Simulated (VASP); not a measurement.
TaN: single point with PBEsol

Crystal: TaN.

```
CELL_PARAMETERS angstrom
3.05000 0.00000 0.00000
-1.52500 2.64138 0.00000
0.00000 0.00000 4.94000
ATOMIC_POSITIONS crystal
Ta 0.33333 0.66667 0.00000
Ta 0.66667 0.33333 0.50000
N 0.33333 0.66667 0.38500
N 0.66667 0.33333 0.88500
```

```json
{"Program": "VASP 6.6.1", "Task": "single point", "Functional": "PBEsol", "Potentials or basis": "VASP PAW PBE potentials, release 64 (Ta_pv, N)", "Cutoff": "520 eV", "k mesh": "18 × 18 × 12", "Occupations": "gaussian, width 0.15 eV", "Spin": "no spin polarisation", "Dipole correction": "no", "Further INCAR settings": "ALGO = Normal; EDIFF = 1e-06; NBANDS = 24"}
```

- Pressure: 129.4 GPa
- Largest force: 2.343 eV/Å
- Band gap on the k mesh: zero (bands 16 and 17 overlap by 2.86 eV)

Forces in eV/Å, atoms in the order of the input:
```
Ta   0.000  0.000  2.343
Ta   0.000  0.000  2.343
N    0.000  0.000 -2.343
N    0.000  0.000 -2.343
```

Stress tensor (GPa, compression positive):
```
138.06   0.00   0.00
  0.00 138.06   0.00
  0.00   0.00 112.14
```

Levels at points of the mesh, in eV from the Fermi level:
```tsv
k point	band 13	band 14	band 15	band 16	band 17	band 18	band 19	band 20
(0.00, 0.00, 0.00)	-7.85	-7.53	-0.85	-0.85	-0.31	2.17	2.67	2.67
(0.50, 0.00, 0.00)	-6.15	-5.17	-2.44	-1.04	0.45	1.43	2.05	3.77
(0.00, 0.00, 0.50)	-8.44	-8.44	1.20	1.20	1.20	1.20	1.90	1.90
(0.50, 0.00, 0.50)	-6.47	-6.47	-0.45	-0.45	2.15	2.15	2.27	2.27
```

Run time: 120 s on 1 thread of AMD EPYC 9R14 (Zen 4) (shared host), peak memory 0.29 GiB.

Caveat: the cell stands under pressure; the PAW data sets were made with another functional, which shifts forces and pressure a little; spin-orbit coupling is left out, which moves the levels of the heavy elements.
